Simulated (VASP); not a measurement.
Crystal: Sr3W4.

```
CELL_PARAMETERS angstrom
5.06411 0.00000 0.00000
0.00000 5.06411 0.00000
0.00000 0.00000 5.06411
ATOMIC_POSITIONS crystal
Sr 0.50000 0.50000 0.00000
Sr 0.00000 0.50000 0.50000
Sr 0.50000 0.00000 0.50000
W 0.50000 0.50000 0.50000
W 0.50000 0.00000 0.00000
W 0.00000 0.50000 0.00000
W 0.00000 0.00000 0.50000
```

```yaml
Program: VASP 6.6.1
Task: relaxation of cell and atoms
Functional: PBE
Potentials_or_basis: VASP PAW PBE potentials, release 64 (Sr_sv, W_sv)
Cutoff: 500 eV
k_mesh: 4 × 4 × 4
Occupations: gaussian, width 0.1 eV
Spin: no spin polarisation
```

At the start: pressure 40.5 GPa; volume 18.55 Å³/atom.

**Question.** Where does the relaxation end?

**Answer.** Over 4 steps the energy falls by 841.8 meV/atom and the volume is 29.20 Å³/atom (+57.4 %); space group Pm-3m (No. 221, to 0.05 Å).

Step by step:
| step | energy change (eV) | largest force (eV/Å) | pressure (GPa) | volume (Å³) |
| --- | --- | --- | --- | --- |
| 1 | 0.0000 | 0.0000 | 40.50 | 129.87 |
| 2 | -5.4009 | 0.0000 | -4.15 | 239.47 |
| 3 | -5.8671 | 0.0000 | 1.21 | 196.59 |
| 4 | -5.8924 | 0.0000 | -0.14 | 204.42 |

Final structure:
```yaml
crystal:
  lattice:
    - [5.89084, 0.00000, 0.00000]
    - [0.00000, 5.89084, 0.00000]
    - [0.00000, 0.00000, 5.89084]
  atoms:
    - { symbol: Sr, position: [0.50000, 0.50000, 0.00000] }
    - { symbol: Sr, position: [0.00000, 0.50000, 0.50000] }
    - { symbol: Sr, position: [0.50000, 0.00000, 0.50000] }
    - { symbol: W, position: [0.50000, 0.50000, 0.50000] }
    - { symbol: W, position: [0.50000, 0.00000, 0.00000] }
    - { symbol: W, position: [0.00000, 0.50000, 0.00000] }
    - { symbol: W, position: [0.00000, 0.00000, 0.50000] }
```

Caveat: the volume moved by over 15 % at a fixed basis, so the end points are rough.
